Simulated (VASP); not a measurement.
Write the native input for VASP 6.6.1 that does the following.

```yaml
Task: single point
Functional: LDA
Potentials_or_basis: VASP PAW LDA potentials, release 64 (H)
Cutoff: 500 eV
k_mesh: 12 × 12 × 12
Occupations: gaussian, width 0.01 eV
Spin: no spin polarisation
Dipole_correction: no
Further_INCAR_settings: ALGO = Normal; EDIFF = 1e-06; NBANDS = 8
```

The structure of H lies in POSCAR:

```
H
1.0
   -1.2553784566      1.2553784566      1.7586088261
    1.2553784566     -1.2553784566      1.7586088261
    1.2553784566      1.2553784566     -1.7586088261
H
2
Direct
    0.8906412665      0.8906412665      0.0000000000
    0.1093587335      0.1093587335      0.0000000000
```

These files were run (other wordings do the same):

INCAR

```
ALGO = Normal ; EDIFF = 1E-6
ENCUT = 500 ; GGA = CA
GGA_COMPAT = F ; ISIF = 2
ISMEAR = 0 ; LASPH = T
LCHARG = F ; LREAL = F
LWAVE = F ; NBANDS = 8
NELM = 120 ; PREC = Accurate
SIGMA = 0.01
```

KPOINTS

```
k-points
0
Gamma
  12 12 12
```

Potentials or basis: VASP PAW LDA potentials, release 64 (H).

Command:

```console
$ cat potpaw_LDA.64/H/POTCAR > POTCAR
$ mpirun -np 1 vasp_std > vasp.out
```

Results of the run:

```json
{
 "Pressure": "3.5 GPa",
 "Largest force": "0.020 eV/Å",
 "Band gap on the k mesh": "6.14 eV (least direct gap 6.58 eV)"
}
```

Caveat: the cell stands under pressure.

Wall time 3.9 s on 1 thread of Intel(R) Xeon(R) 6975P-C (Granite Rapids), on a shared host, peak memory 0.11 GiB.
